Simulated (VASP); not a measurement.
Write the native input for VASP 6.6.1 that does the following.

```
Task                   : single point
Functional             : PBE
Potentials or basis    : VASP PAW PBE potentials, release 64 (Hg)
Cutoff                 : 520 eV
k mesh                 : 6 × 6 × 6
Occupations            : gaussian, width 0.1 eV
Spin                   : no spin polarisation
Dipole correction      : no
Further INCAR settings : ALGO = Fast; EDIFF = 1e-06; NBANDS = 19
```

The structure of Hg lies in POSCAR:

```
Hg
1.0
    5.1351886734      0.0000000000      0.0000000000
   -2.5675943367      4.4472038444      0.0000000000
    0.0000000000      0.0000000000      3.1568691628
Hg
2
Direct
    0.3333333333      0.6666666667      0.5000000000
    0.6666666667      0.3333333333      0.5000000000
```

The cell was built from a structure type or drawn by symmetry, and may not be a known phase.

These files were run (other wordings do the same):

INCAR

```
  PREC = Accurate
  ENCUT = 520
  EDIFF = 1E-6
  ISMEAR = 0
  SIGMA = 0.1
  LREAL = F
  LASPH = T
  NELM = 100
  ALGO = Fast
  ISIF = 2
  LWAVE = F
  LCHARG = T
  GGA = PE
  LELF = T
  LVHAR = T
  NBANDS = 19
```

KPOINTS

```
Automatic mesh
0
Gamma
  6 6 6
```

Potentials or basis: VASP PAW PBE potentials, release 64 (Hg).

Run with:

```sh
$ cat potpaw_PBE.64/Hg/POTCAR > POTCAR
$ mpirun -np 1 vasp_std > vasp.out
```

It gave:

The pressure is 0.2 GPa and the band gap on the k mesh is zero (bands 12 and 13 overlap by 2.16 eV).

Caveat: spin-orbit coupling is left out, which moves the levels of the heavy elements.

It took 14 s on 1 thread of AMD EPYC 9R45 96-Core Processor (Zen 5), on a shared host, peak memory 0.17 GiB.
